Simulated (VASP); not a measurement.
# Ta3N (P-3m1) in VASP: relaxation of cell and atoms with PBE

Aim: the relaxation of cell and atoms of Ta3N with PBE.

Everything below comes from runs of VASP 6.6.1. Logs are shortened: lines on timing, memory, paths and dates and some standing lists are left out, and cuts for length are marked.

## 1. The cell of the first run

It takes space group P-3m1 (No. 164, trigonal). The conventional cell has a = 3.032 Å, b = 3.032 Å, c = 7.524 Å, α = 90.00°, β = 90.00°, γ = 120.00°. Within 4.0 Å of Ta (site symmetry -3m) lie 12 Ta at 3.01 to 3.03 Å and 2 N at 3.76 Å. Ta (site symmetry 3m) has 3 N at 2.19 Å and 12 Ta at 3.01 to 3.15 Å within 3.2 Å. N (site symmetry -3m) has 6 Ta at 2.19 Å within 2.9 Å.

## 2. Relaxation of cell and atoms, PBE

Contents of INCAR:

```
SYSTEM = Ta3N
ALGO = Normal
EDIFF = 1E-6
EDIFFG = -0.005
ENCUT = 600
GGA = PE
IBRION = 2
ISIF = 3
ISMEAR = 0
LASPH = .True.
LCHARG = .False.
LREAL = .False.
LWAVE = .False.
NELM = 100
NSW = 100
PREC = Accurate
SIGMA = 0.1
```

Contents of KPOINTS:

```
k-points
0
Gamma
  18 18 6
  0 0 0
```

Contents of POSCAR:

```
Ta3N
1.0
    3.0322239879      0.0000000000      0.0000000000
   -1.5161119940      2.6259830035      0.0000000000
    0.0000000000      0.0000000000      7.5241370000
Ta N
3 1
Direct
    0.0000000000      0.0000000000      0.5000000000
    0.3333333300      0.6666666700      0.1739300000
    0.6666666700      0.3333333300      0.8260700000
    0.0000000000      0.0000000000      0.0000000000
```

Potentials or basis: VASP PAW PBE potentials, release 64 (Ta_pv, N).

Started as:

```
cat potpaw_PBE.64/Ta_pv/POTCAR potpaw_PBE.64/N/POTCAR > POTCAR
mpirun -np 1 vasp_std > vasp.out
```

OUTCAR:

```text
SYSTEM = Ta3N
   EDIFF = 1E-6
   EDIFFG = -0.005
   ENCUT = 600
   GGA = PE
   IBRION = 2
   ISIF = 3
   ISMEAR = 0
   LASPH = .True.
   LREAL = .False.
   NELM = 100
   NSW = 100
   PREC = Accurate

 ion  position               nearest neighbor table
   1  0.000  0.000  0.500-   2 3.01   3 3.01   3 3.01   2 3.01   3 3.01   2 3.01
   2  0.333  0.667  0.174-   4 2.19   4 2.19   4 2.19   1 3.01   1 3.01   1 3.01   3 3.15   3 3.15
                             3 3.15
   3  0.667  0.333  0.826-   4 2.19   4 2.19   4 2.19   1 3.01   1 3.01   1 3.01   2 3.15   2 3.15
                             2 3.15
   4  0.000  0.000  0.000-   2 2.19   3 2.19   3 2.19   2 2.19   3 2.19   2 2.19

  LATTYP: Found a hexagonal cell.
 ALAT       =     3.0322239879
 C/A-ratio  =     2.4813922158

  Lattice vectors:

 A1 = (   3.0322239879,   0.0000000000,   0.0000000000)
 A2 = (  -1.5161119940,   2.6259830035,   0.0000000000)
 A3 = (   0.0000000000,   0.0000000000,   7.5241370000)

Analysis of symmetry for initial positions (statically):
=====================================================================
 Subroutine PRICEL returns:
 Original cell was already a primitive cell.

 Routine SETGRP: Setting up the symmetry group for a
 hexagonal supercell.

 Subroutine GETGRP returns: Found 12 space group operations
 (whereof 12 operations were pure point group operations)
 out of a pool of 24 trial point group operations.

The static configuration has the point symmetry D_3d.

Analysis of symmetry for dynamics (positions and initial velocities):
=====================================================================
 Subroutine PRICEL returns:
 Original cell was already a primitive cell.

 Routine SETGRP: Setting up the symmetry group for a
 hexagonal supercell.

 Subroutine GETGRP returns: Found 12 space group operations
 (whereof 12 operations were pure point group operations)
 out of a pool of 24 trial point group operations.

The dynamic configuration has the point symmetry D_3d.

 Subroutine INISYM returns: Found 12 space group operations
 (whereof 12 operations are pure point group operations),
 and found     1 'primitive' translations

----------------------------------------------------------------------------------------

                                     Primitive cell

  volume of cell :      59.9115

  direct lattice vectors                    reciprocal lattice vectors
     3.032223988  0.000000000  0.000000000     0.329790940  0.190404888  0.000000000
    -1.516111994  2.625983004  0.000000000     0.000000000  0.380809776  0.000000000
     0.000000000  0.000000000  7.524137000     0.000000000  0.000000000  0.132905608

  length of vectors
     3.032223988  3.032223988  7.524137000     0.380809776  0.380809776  0.132905608

  position of ions in fractional coordinates (direct lattice)
     0.000000000  0.000000000  0.500000000
     0.333333330  0.666666670  0.173930000
     0.666666670  0.333333330  0.826070000
     0.000000000  0.000000000  0.000000000

  ion indices of the primitive-cell ions
   primitive index   ion index
                 1           1
                 2           2
                 3           3
                 4           4

----------------------------------------------------------------------------------------

 KPOINTS: k-points

Automatic generation of k-mesh.
 Grid dimensions read from file:
 generate k-points for:   18   18    6

 Generating k-lattice:

  Cartesian coordinates                     Fractional coordinates (reciprocal lattice)
     0.018321719  0.010578049  0.000000000     0.055555556  0.000000000  0.000000000
     0.000000000  0.021156099  0.000000000     0.000000000  0.055555556  0.000000000
     0.000000000  0.000000000  0.022150935     0.000000000  0.000000000  0.166666667

  Length of vectors
     0.021156099  0.021156099  0.022150935

  Shift w.r.t. Gamma in fractional coordinates (k-lattice)
     0.000000000  0.000000000  0.000000000

 Subroutine IBZKPT returns following result:
 ===========================================

 Found    202 irreducible k-points:

 Following reciprocal coordinates:
            Coordinates               Weight
  0.000000  0.000000  0.000000      1.000000
  0.055556 -0.000000  0.000000      6.000000
  0.111111 -0.000000  0.000000      6.000000
  0.166667  0.000000  0.000000      6.000000
  0.222222  0.000000  0.000000      6.000000
  0.277778  0.000000  0.000000      6.000000
[... 16 lines left out ...]
  0.333333  0.111111  0.000000     12.000000
  0.388889  0.111111  0.000000     12.000000
 [... further k-points ...]
   k-points           NKPTS =    202   k-points in BZ     NKDIM =    202   number of bands    NBANDS=     23
   number of dos      NEDOS =    301   number of ions     NIONS =      4
   total plane-waves  NPLWV =  34560
   dimension x,y,z NGX =    24 NGY =   24 NGZ =   60
   dimension x,y,z NGXF=    48 NGYF=   48 NGZF=  120
   ions per type =               3   1
   NGX,Y,Z   is equivalent  to a cutoff of  13.16, 13.16, 13.26 a.u.
   NGXF,Y,Z  is equivalent  to a cutoff of  26.32, 26.32, 26.51 a.u.
 SYSTEM =  Ta3N
   PREC   = accura    normal or accurate (medium, high low for compatibility)
   ISTART =      0    job   : 0-new  1-cont  2-samecut
   ICHARG =      2    charge: 1-file 2-atom 10-const
   ISPIN  =      1    spin polarized calculation?
   LNONCOLLINEAR =      F non collinear calculations
   LSORBIT =      F    spin-orbit coupling
   LASPH  =      T    aspherical Exc in radial PAW
   ENCUT  =  600.0 eV  44.10 Ry    6.64 a.u.   6.06  6.06 15.03*2*pi/ulx,y,z
   NELM   =    100;   NELMIN=  2; NELMDL= -5     # of ELM steps
   EDIFF  = 0.1E-05   stopping-criterion for ELM
   LREAL  =      F    real-space projection
   EDIFFG = -.5E-02   stopping-criterion for IOM
   NSW    =    100    number of steps for IOM
   IBRION =      2    ionic relax: 0-MD 1-quasi-New 2-CG
   NFREE  =      1    steps in history (QN), initial steepest desc. (CG)
   ISIF   =      3    stress and relaxation
   ISYM   =      2    0-nonsym 1-usesym 2-fastsym
   POTIM  = 0.5000    time-step for ionic-motion
   TEBEG  =    0.0;   TEEND  =   0.0 temperature during run
   PSTRESS=    0.0 pullay stress
   NELECT =      38.0000    total number of electrons
   NUPDOWN=      -1.0000    fix difference up-down
   EMIN   =  10.00;   EMAX   =-10.00  energy-range for DOS
   EFERMI =   0.00;   METHOD = LEGACY
   ISMEAR =     0;   SIGMA  =   0.10  broadening in eV -4-tet -1-fermi 0-gaus
   EFERMI_NEDOS =   21; number of points for ismear=-14 and -15
   IALGO  =     38    algorithm
   IMIX   =      4    mixing-type and parameters
     AMIX     =   0.40;   BMIX     =  1.00
     AMIX_MAG =   1.60;   BMIX_MAG =  1.00
  volume/ion in A,a.u.               =      14.98       101.08
  Fermi-wavevector in a.u.,A,eV,Ry     =   1.406585  2.658061 26.918884  1.978482
  Thomas-Fermi vector in A             =   2.528931
   LORBIT       =      0    0 simple, 1 ext, 2 COOP (PROOUT), +10 PAW based schemes
   GGA     = PE    functional components
   LHFCALC =     F    Hartree Fock is set to
   AEXX    =    0.0000 exact exchange contribution
   IVDW    =     0    specifies the selected vdW correction
   LEPSILON=     F    determine dielectric tensor
   LRPA    =     F    only Hartree local field effects (RPA)
 conjugate gradient relaxation of ions
 non-spin polarized calculation
 Gauss-broadening in eV      SIGMA  =   0.10
  energy-cutoff  :      600.00
  volume of cell :       59.91
 maximum number of plane-waves:      2040
   NGX = 13   NGY = 13   NGZ = 31

--------------------------------------- Ionic step        1  -------------------------------------------

 number of electron      37.9999999 magnetization

 Free energy of the ion-electron system (eV)
  ---------------------------------------------------
  ext. energy  EPLUGINS =         0.00000000
  ---------------------------------------------------
  free energy    TOTEN  =       -45.62076225 eV

  energy without entropy =      -45.60357218  energy(sigma->0) =      -45.61216722

------------------------ aborting loop because EDIFF is reached ----------------------------------------

  FORCE on cell =-STRESS in cart. coord.  units (eV):
  Direction    XX          YY          ZZ          XY          YZ          ZX
  --------------------------------------------------------------------------------------
  -------------------------------------------------------------------------------------
  Total       -0.2754971     -0.2754971      0.1000822      0.0000000      0.0000000     -0.0000000
  in kB       -7.3674587     -7.3674587      2.6764396      0.0000000      0.0000000     -0.0000000
  external PRESSURE =      -4.0194926 kB  Pullay stress =       0.0000000 kB
[... 95 lines left out ...]
  FREE ENERGIE OF THE ION-ELECTRON SYSTEM (eV)
  ---------------------------------------------------
  free  energy   TOTEN  =       -45.6214059886 eV

  energy  without entropy=      -45.6040603787  energy(sigma->0) =      -45.61273318

[... ionic steps 4 to 12 ...]

--------------------------------------- Ionic step       13  -------------------------------------------

 number of electron      37.9999997 magnetization

------------------------ aborting loop because EDIFF is reached ----------------------------------------

  FORCE on cell =-STRESS in cart. coord.  units (eV):
  Direction    XX          YY          ZZ          XY          YZ          ZX
  --------------------------------------------------------------------------------------
  -------------------------------------------------------------------------------------
  Total        0.0999701      0.0999701      0.0937147     -0.0000000      0.0000000      0.0000000
  in kB        2.6811884      2.6811884      2.5134190     -0.0000000      0.0000000      0.0000000
  external PRESSURE =       2.6252652 kB  Pullay stress =       0.0000000 kB
[... 61 lines left out ...]
  energy  without entropy=      -45.6046556670  energy(sigma->0) =      -45.61336717

--------------------------------------- Ionic step       15  -------------------------------------------

 number of electron      37.9999997 magnetization

 Free energy of the ion-electron system (eV)
  ---------------------------------------------------
  ext. energy  EPLUGINS =         0.00000000
  ---------------------------------------------------
  free energy    TOTEN  =       -45.62207710 eV

  energy without entropy =      -45.60465600  energy(sigma->0) =      -45.61336655

 E-fermi :   6.6454     XC(G=0): -12.6963

 val. band max:        6.6442110814   @ k =  -0.0556   0.1667   0.1667
 cond. band min:       6.6470767560   @ k =   0.1111   0.0556   0.3333
 fundamental gap:      0.0028656745
 Fermi energy:         6.6453870234

 k-point     1 :       0.0000    0.0000    0.0000
  band No.  band energies     occupation
      1     -28.5249      2.00000
      2     -28.2387      2.00000
      3     -27.8947      2.00000
      4     -27.8947      2.00000
      5     -27.8673      2.00000
      6     -27.8673      2.00000
[... 613 lines left out ...]
     22       9.6797      0.00000
     23      10.4869      0.00000

 [... further k-points ...]

------------------------ aborting loop because EDIFF is reached ----------------------------------------

  FORCE on cell =-STRESS in cart. coord.  units (eV):
  Direction    XX          YY          ZZ          XY          YZ          ZX
  --------------------------------------------------------------------------------------
  -------------------------------------------------------------------------------------
  Total       -0.0068427     -0.0068427      0.0064880      0.0000000     -0.0000000      0.0000000
  in kB       -0.1833123     -0.1833123      0.1738098      0.0000000     -0.0000000      0.0000000
  external PRESSURE =      -0.0642716 kB  Pullay stress =       0.0000000 kB
[... 19 lines left out ...]
  FREE ENERGIE OF THE ION-ELECTRON SYSTEM (eV)
  ---------------------------------------------------
  free  energy   TOTEN  =       -45.6220770961 eV

  energy  without entropy=      -45.6046560032  energy(sigma->0) =      -45.61336655

 reached required accuracy - stopping structural energy minimisation
```

Wall time 21 min (1 thread of Intel Xeon Platinum 8124M at 3.00GHz (Skylake/Cascade Lake), shared host); peak memory 0.42 GiB.

Results:

- Free energy: -45.6221 eV
- Relaxed volume: 14.95 Å³/atom
- Relaxed cell: a = 3.021 Å, b = 3.021 Å, c = 7.566 Å, α = 90.00°, β = 90.00°, γ = 120.00°
- Space group after relaxing (to 0.1 Å): P-3m1 (No. 164)
- Energy gained by relaxing: 0.3 meV/atom
- Ionic steps: 15
- Pressure after relaxing: 0.0 GPa
- Band gap on the k mesh: zero (bands 19 and 20 overlap by 0.69 eV)

Forces on the atoms (eV/Å):
```
Ta   0.000  0.000  0.000
Ta   0.000  0.000 -0.002
Ta   0.000  0.000  0.002
N    0.000  0.000  0.000
```

Step by step:
```
step  energy change (eV)  largest force (eV/Å)  pressure (GPa)  volume (Å³)
   1              0.0000                0.0663           -0.40        59.91
   2             -0.0002                0.0564            1.06        59.59
   3             -0.0006                0.0005            0.38        59.74
   4             -0.0011                0.0460           -0.09        59.86
   5             -0.0011                0.0395           -0.03        59.84
   6             -0.0012                0.0216           -0.05        59.84
   7             -0.0013                0.0090           -0.09        59.82
   8             -0.0013                0.0052           -0.09        59.82
   9             -0.0013                0.0081           -0.07        59.83
  10             -0.0013                0.0023           -0.08        59.83
  11             -0.0013                0.0038           -0.08        59.83
  12             -0.0013                0.0048           -0.09        59.82
  13             -0.0013                0.0056            0.26        59.74
  14             -0.0013                0.0013            0.05        59.80
  15             -0.0013                0.0024           -0.01        59.81
```

Final structure:
```
CELL_PARAMETERS angstrom
3.02112 0.00000 0.00000
-1.51056 2.61636 0.00000
0.00000 0.00000 7.56629
ATOMIC_POSITIONS crystal
Ta 0.00000 0.00000 0.50000
Ta 0.33333 0.66667 0.17402
Ta 0.66667 0.33333 0.82598
N 0.00000 0.00000 0.00000
```

Levels at points of the mesh, in eV from the Fermi level:
```csv
k point,band 17,band 18,band 19,band 20,band 21,band 22
"(0.00, 0.00, 0.00)",-0.43,-0.43,-0.38,0.32,0.32,0.90
"(0.50, 0.00, 0.00)",-1.16,-0.52,0.11,0.75,0.89,3.57
"(0.00, 0.00, 0.50)",-1.16,-0.23,-0.23,0.57,0.57,1.17
"(0.50, 0.00, 0.50)",-1.31,-1.27,0.16,0.88,1.32,2.43
```

Caveat: spin-orbit coupling is left out, which moves the levels of the heavy elements.
